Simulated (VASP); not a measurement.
# Si2N (P-3m1) in VASP: notebook

The runs below take Si2N through single point, relaxation of cell and atoms, with PBE.

Program: VASP 6.6.1. These are calculated values, not measurements. Logs are shortened: lines on timing, memory, paths and dates and some standing lists are left out, and cuts for length are marked.

## (1) The cell of the first run

It takes space group P-3m1 (No. 164, trigonal). Conventional cell: a = 2.917 Å, b = 2.917 Å, c = 9.043 Å, α = 90.00°, β = 90.00°, γ = 120.00°. Within 2.7 Å of Si (site symmetry 3m) lie 3 N at 2.03 Å and 2 Si at 2.26 Å. Within 2.7 Å of Si (site symmetry -3m) lie 6 N at 2.03 Å and 2 Si at 2.26 Å. Si (site symmetry -3m) has 8 Si at 2.26 to 2.92 Å within 3.0 Å. Within 2.7 Å of N (site symmetry 3m) lie 6 Si at 2.03 Å.

## (2) Single point, PBE (atoms taken out)

Contents of INCAR:

```
SYSTEM = Si2N
ALGO = Normal
EDIFF = 1E-6
ENCUT = 520
GGA = PE
ISIF = 2
ISMEAR = 0
LASPH = .True.
LCHARG = .False.
LREAL = .False.
LWAVE = .False.
NBANDS = 22
NELM = 80
PREC = Accurate
SIGMA = 0.1
```

Contents of KPOINTS:

```
k-points
0
Gamma
  6 6 2
  0 0 0
```

Contents of POSCAR:

```
Si2N
1.0
    2.9169517800      0.0000000000      0.0000000000
   -1.4584758900      2.5261543500      0.0000000000
    0.0000000000      0.0000000000      9.0425505300
Si N
4 2
Direct
    0.0000000000      0.0000000000      0.7500000000
    0.0000000000      0.0000000000      0.2500000000
    0.0000000000      0.0000000000      0.0000000000
    0.0000000000      0.0000000000      0.5000000000
    0.3333333300      0.6666666700      0.8750000000
    0.6666666700      0.3333333300      0.1250000000
```

Potentials or basis: VASP PAW PBE potentials, release 64 (Si, N).

Launch:

```
cat potpaw_PBE.64/Si/POTCAR potpaw_PBE.64/N/POTCAR > POTCAR
mpirun -np 1 vasp_std > vasp.out
```

OUTCAR:

```text
SYSTEM = Si2N
   EDIFF = 1E-6
   ENCUT = 520
   GGA = PE
   ISIF = 2
   ISMEAR = 0
   LASPH = .True.
   LREAL = .False.
   NELM = 80
   PREC = Accurate

 ion  position               nearest neighbor table
   1  0.000  0.000  0.750-   5 2.03   5 2.03   5 2.03   3 2.26   4 2.26
   2  0.000  0.000  0.250-   6 2.03   6 2.03   6 2.03   3 2.26   4 2.26
   3  0.000  0.000  0.000-   5 2.03   6 2.03   6 2.03   5 2.03   6 2.03   5 2.03   1 2.26   2 2.26

   4  0.000  0.000  0.500-   1 2.26   2 2.26
   5  0.333  0.667  0.875-   1 2.03   3 2.03   1 2.03   3 2.03   1 2.03   3 2.03
   6  0.667  0.333  0.125-   2 2.03   3 2.03   2 2.03   3 2.03   2 2.03   3 2.03

  LATTYP: Found a hexagonal cell.
 ALAT       =     2.9169517800
 C/A-ratio  =     3.1000000041

  Lattice vectors:

 A1 = (   2.9169517800,   0.0000000000,   0.0000000000)
 A2 = (  -1.4584758900,   2.5261543500,   0.0000000000)
 A3 = (   0.0000000000,   0.0000000000,   9.0425505300)

Analysis of symmetry for initial positions (statically):
=====================================================================
 Subroutine PRICEL returns:
 Original cell was already a primitive cell.

 Routine SETGRP: Setting up the symmetry group for a
 hexagonal supercell.

 Subroutine GETGRP returns: Found 12 space group operations
 (whereof 12 operations were pure point group operations)
 out of a pool of 24 trial point group operations.

The static configuration has the point symmetry D_3d.

Analysis of symmetry for dynamics (positions and initial velocities):
=====================================================================
 Subroutine PRICEL returns:
 Original cell was already a primitive cell.

 Routine SETGRP: Setting up the symmetry group for a
 hexagonal supercell.

 Subroutine GETGRP returns: Found 12 space group operations
 (whereof 12 operations were pure point group operations)
 out of a pool of 24 trial point group operations.

The dynamic configuration has the point symmetry D_3d.

 Subroutine INISYM returns: Found 12 space group operations
 (whereof 12 operations are pure point group operations),
 and found     1 'primitive' translations

----------------------------------------------------------------------------------------

                                     Primitive cell

  volume of cell :      66.6316

  direct lattice vectors                    reciprocal lattice vectors
     2.916951780  0.000000000  0.000000000     0.342823631  0.197929315  0.000000000
    -1.458475890  2.526154350  0.000000000     0.000000000  0.395858630  0.000000000
     0.000000000  0.000000000  9.042550530     0.000000000  0.000000000  0.110588268

  length of vectors
     2.916951780  2.916951786  9.042550530     0.395858631  0.395858630  0.110588268

  position of ions in fractional coordinates (direct lattice)
     0.000000000  0.000000000  0.750000000
     0.000000000  0.000000000  0.250000000
     0.000000000  0.000000000  0.000000000
     0.000000000  0.000000000  0.500000000
     0.333333330  0.666666670  0.875000000
     0.666666670  0.333333330  0.125000000

  ion indices of the primitive-cell ions
   primitive index   ion index
                 1           1
                 2           2
                 3           3
                 4           4
                 5           5
                 6           6

----------------------------------------------------------------------------------------

 KPOINTS: k-points

Automatic generation of k-mesh.
 Grid dimensions read from file:
 generate k-points for:    6    6    2

 Generating k-lattice:

  Cartesian coordinates                     Fractional coordinates (reciprocal lattice)
     0.057137272  0.032988219  0.000000000     0.166666667 -0.000000000  0.000000000
     0.000000000  0.065976438  0.000000000     0.000000000  0.166666667  0.000000000
     0.000000000  0.000000000  0.055294134     0.000000000  0.000000000  0.500000000

  Length of vectors
     0.065976438  0.065976438  0.055294134

  Shift w.r.t. Gamma in fractional coordinates (k-lattice)
     0.000000000  0.000000000  0.000000000

 Subroutine IBZKPT returns following result:
 ===========================================

 Found     14 irreducible k-points:

 Following reciprocal coordinates:
            Coordinates               Weight
  0.000000  0.000000  0.000000      1.000000
  0.166667  0.000000  0.000000      6.000000
  0.333333  0.000000  0.000000      6.000000
  0.500000  0.000000  0.000000      3.000000
  0.166667  0.166667  0.000000      6.000000
  0.333333  0.166667  0.000000     12.000000
  0.333333  0.333333  0.000000      2.000000
  0.000000  0.000000  0.500000      1.000000
  0.166667  0.000000  0.500000      6.000000
  0.333333  0.000000  0.500000      6.000000
  0.500000  0.000000  0.500000      3.000000
  0.166667  0.166667  0.500000      6.000000
  0.333333  0.166667  0.500000     12.000000
  0.333333  0.333333  0.500000      2.000000
   k-points           NKPTS =     14   k-points in BZ     NKDIM =     14   number of bands    NBANDS=     22
   number of dos      NEDOS =    301   number of ions     NIONS =      6
   total plane-waves  NPLWV =  40320
   dimension x,y,z NGX =    24 NGY =   24 NGZ =   70
   dimension x,y,z NGXF=    48 NGYF=   48 NGZF=  140
   ions per type =               4   2
   NGX,Y,Z   is equivalent  to a cutoff of  13.68, 13.68, 12.87 a.u.
   NGXF,Y,Z  is equivalent  to a cutoff of  27.36, 27.36, 25.74 a.u.
 SYSTEM =  Si2N
   PREC   = accura    normal or accurate (medium, high low for compatibility)
   ISTART =      0    job   : 0-new  1-cont  2-samecut
   ICHARG =      2    charge: 1-file 2-atom 10-const
   ISPIN  =      1    spin polarized calculation?
   LNONCOLLINEAR =      F non collinear calculations
   LSORBIT =      F    spin-orbit coupling
   LASPH  =      T    aspherical Exc in radial PAW
   ENCUT  =  520.0 eV  38.22 Ry    6.18 a.u.   5.42  5.42 16.81*2*pi/ulx,y,z
   NELM   =     80;   NELMIN=  2; NELMDL= -5     # of ELM steps
   EDIFF  = 0.1E-05   stopping-criterion for ELM
   LREAL  =      F    real-space projection
   EDIFFG = 0.1E-04   stopping-criterion for IOM
   NSW    =      0    number of steps for IOM
   IBRION =     -1    ionic relax: 0-MD 1-quasi-New 2-CG
   NFREE  =      0    steps in history (QN), initial steepest desc. (CG)
   ISIF   =      2    stress and relaxation
   ISYM   =      2    0-nonsym 1-usesym 2-fastsym
   POTIM  = 0.5000    time-step for ionic-motion
   TEBEG  =    0.0;   TEEND  =   0.0 temperature during run
   PSTRESS=    0.0 pullay stress
   NELECT =      26.0000    total number of electrons
   NUPDOWN=      -1.0000    fix difference up-down
   EMIN   =  10.00;   EMAX   =-10.00  energy-range for DOS
   EFERMI =   0.00;   METHOD = LEGACY
   ISMEAR =     0;   SIGMA  =   0.10  broadening in eV -4-tet -1-fermi 0-gaus
   EFERMI_NEDOS =   21; number of points for ismear=-14 and -15
   IALGO  =     38    algorithm
   IMIX   =      4    mixing-type and parameters
     AMIX     =   0.40;   BMIX     =  1.00
     AMIX_MAG =   1.60;   BMIX_MAG =  1.00
  volume/ion in A,a.u.               =      11.11        74.94
  Fermi-wavevector in a.u.,A,eV,Ry     =   1.196298  2.260675 19.471680  1.431128
  Thomas-Fermi vector in A             =   2.332242
   LORBIT       =      0    0 simple, 1 ext, 2 COOP (PROOUT), +10 PAW based schemes
   GGA     = PE    functional components
   LHFCALC =     F    Hartree Fock is set to
   AEXX    =    0.0000 exact exchange contribution
   IVDW    =     0    specifies the selected vdW correction
   LEPSILON=     F    determine dielectric tensor
   LRPA    =     F    only Hartree local field effects (RPA)
 non-spin polarized calculation
 Gauss-broadening in eV      SIGMA  =   0.10
  energy-cutoff  :      520.00
  volume of cell :       66.63
 maximum number of plane-waves:      1834
 NGX is ok and might be reduce to    24
   NGX = 11   NGY = 11   NGZ = 33

 number of electron      25.9999999 magnetization

 Free energy of the ion-electron system (eV)
  ---------------------------------------------------
  ext. energy  EPLUGINS =         0.00000000
  ---------------------------------------------------
  free energy    TOTEN  =       -32.93259113 eV

  energy without entropy =      -32.92783602  energy(sigma->0) =      -32.93021358

 E-fermi :  11.2806     XC(G=0): -11.6208

 val. band max:       11.1871551322   @ k =   0.1667   0.0000   0.5000
 cond. band min:      11.3459810011   @ k =   0.3333   0.3333   0.5000
 fundamental gap:      0.1588258689
 Fermi energy:        11.2805528692

 k-point     1 :       0.0000    0.0000    0.0000
  band No.  band energies     occupation
      1     -10.7047      2.00000
      2      -8.8040      2.00000
      3      -2.1573      2.00000
      4       0.5802      2.00000
      5       0.8144      2.00000
      6       5.5844      2.00000
[... 14 lines left out ...]
     21      17.4066      0.00000
     22      18.2377      0.00000

 k-point     2 :       0.1667    0.0000    0.0000
  band No.  band energies     occupation
      1     -10.2130      2.00000
      2      -8.3916      2.00000
      3      -1.5812      2.00000
      4       1.0560      2.00000
      5       1.0996      2.00000
      6       3.1117      2.00000
[... 14 lines left out ...]
     21      17.0122      0.00000
     22      17.7001      0.00000

 k-point     3 :       0.3333    0.0000    0.0000
  band No.  band energies     occupation
      1      -8.8494      2.00000
      2      -7.3872      2.00000
      3      -0.7975      2.00000
      4      -0.0223      2.00000
      5       0.3803      2.00000
      6       2.7109      2.00000
[... 14 lines left out ...]
     21      16.9973      0.00000
     22      17.0737      0.00000
[... 226 lines left out ...]
 k-point    13 :       0.3333    0.1667    0.5000
  band No.  band energies     occupation
      1      -7.7386      2.00000
      2      -6.8427      2.00000
      3      -1.7488      2.00000
      4      -0.7927      2.00000
      5       1.5901      2.00000
      6       2.2027      2.00000
[... 14 lines left out ...]
     21      16.9851      0.00000
     22      17.7411      0.00000

 k-point    14 :       0.3333    0.3333    0.5000
  band No.  band energies     occupation
      1      -6.7725      2.00000
      2      -6.7725      2.00000
      3      -2.2091      2.00000
      4      -0.3960      2.00000
      5       0.7938      2.00000
      6       0.7938      2.00000
[... 14 lines left out ...]
     21      17.7020      0.00000
     22      17.7020      0.00000

------------------------ aborting loop because EDIFF is reached ----------------------------------------

  FORCE on cell =-STRESS in cart. coord.  units (eV):
  Direction    XX          YY          ZZ          XY          YZ          ZX
  --------------------------------------------------------------------------------------
  -------------------------------------------------------------------------------------
  Total        0.8033385      0.8033386     23.1903414      0.0000000     -0.0000000      0.0000000
  in kB       19.3165300     19.3165301    557.6191074      0.0000000     -0.0000000      0.0000000
  external PRESSURE =     198.7507225 kB  Pullay stress =       0.0000000 kB

 VOLUME and BASIS-vectors are now :
 -----------------------------------------------------------------------------
  energy-cutoff  :      520.00
  volume of cell :       66.63
      direct lattice vectors                 reciprocal lattice vectors
     2.916951780  0.000000000  0.000000000     0.342823631  0.197929315  0.000000000
    -1.458475890  2.526154350  0.000000000     0.000000000  0.395858630  0.000000000
     0.000000000  0.000000000  9.042550530     0.000000000  0.000000000  0.110588268

 POSITION                                       TOTAL-FORCE (eV/Angst)
 -----------------------------------------------------------------------------------
      0.00000      0.00000      6.78191        -0.000000     -0.000000     -3.164699
      0.00000      0.00000      2.26064        -0.000000      0.000000      3.164699
      0.00000      0.00000      0.00000        -0.000000      0.000000     -0.000000
      0.00000      0.00000      4.52128        -0.000000      0.000000     -0.000000
     -0.00000      1.68410      7.91223        -0.000000     -0.000000      1.331896
      1.45848      0.84205      1.13032         0.000000      0.000000     -1.331896
 -----------------------------------------------------------------------------------
    total drift:                                0.000000      0.000000     -0.000000

  FREE ENERGIE OF THE ION-ELECTRON SYSTEM (eV)
  ---------------------------------------------------
  free  energy   TOTEN  =       -32.9325911290 eV

  energy  without entropy=      -32.9278360221  energy(sigma->0) =      -32.93021358
```

It took 25 s on 1 thread of Intel Xeon 8259CL, shared host; peak memory 0.19 GiB.

Results:

| Property | Result |
| --- | --- |
| Free energy | -32.9326 eV |
| Pressure | 19.9 GPa |
| Largest force | 3.165 eV/Å |
| Band gap on the k mesh | zero (bands 13 and 14 overlap by 1.84 eV) |

Forces on the atoms (eV/Å):
```
Si   0.000  0.000 -3.165
Si   0.000  0.000  3.165
Si   0.000  0.000  0.000
Si   0.000  0.000  0.000
N    0.000  0.000  1.332
N    0.000  0.000 -1.332
```

Caveat: the k points lie up to 0.41 Å⁻¹ apart, too coarse for converged energies and pressures of a metal; the cell differs from its parent crystal (atoms taken out); forces of over 1 eV/Å act on the atoms, so gaps and moduli don't describe the material at rest.

(Part 1 of 3 ends here.)

The gap in the log of VASP goes by the Fermi energy; the results here count the filled bands.